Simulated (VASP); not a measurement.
**ZnPb2N2: single point with PBE**

Crystal: ZnPb2N2.

```
Zn Pb N
1.0
     3.67365    0.00000    0.00000
    -1.83682    3.18147    0.00000
     0.00000    0.00000    9.26716
Zn Pb N
1 2 2
Direct
  0.00000 0.00000 0.50000
  0.66667 0.33333 0.18693
  0.33333 0.66667 0.81307
  0.00000 0.00000 0.69832
  0.00000 0.00000 0.30168
```

```
Program                : VASP 6.6.1
Task                   : single point
Functional             : PBE
Potentials or basis    : VASP PAW PBE potentials, release 64 (Zn, Pb_d, N)
Cutoff                 : 520 eV
k mesh                 : 6 × 6 × 2
Occupations            : gaussian, width 0.01 eV
Spin                   : no spin polarisation
Dipole correction      : no
Further INCAR settings : ALGO = Normal; EDIFF = 1e-06; NBANDS = 33
```

```json
{"Pressure": "-0.2 GPa", "Largest force": "0.016 eV/Å", "Band gap on the k mesh": "0.66 eV, indirect (least direct gap 1.37 eV)"}
```

Forces in eV/Å, atoms in the order of the input:
```
Zn   0.000  0.000  0.000
Pb   0.000  0.000  0.016
Pb   0.000  0.000 -0.016
N    0.000  0.000 -0.008
N    0.000  0.000  0.008
```

Stress tensor (GPa, compression positive):
```
-0.10  0.00  0.00
 0.00 -0.10  0.00
 0.00  0.00 -0.27
```

Levels at points of the mesh, in eV from the valence-band top:
```
           k point  band 22  band 23  band 24  band 25  band 26  band 27  band 28  band 29
(0.00, 0.00, 0.00)    -1.17    -0.85    -0.71    -0.71     0.66     3.47     3.94     6.48
(0.50, 0.00, 0.00)    -2.12    -1.86    -1.58    -1.01     1.88     1.89     2.81     4.08
(0.00, 0.00, 0.50)    -1.18    -1.18    -0.70    -0.70     0.80     3.23     4.41     6.45
(0.50, 0.00, 0.50)    -2.07    -1.64    -1.21    -1.17     1.18     1.54     3.63     4.47
```

Wall time 52 s on 1 thread of Intel Xeon 6975P-C, on a shared host, peak memory 0.24 GiB.

Caveat: spin-orbit coupling is left out, which moves the levels of the heavy elements. A k mesh can miss the band edges.
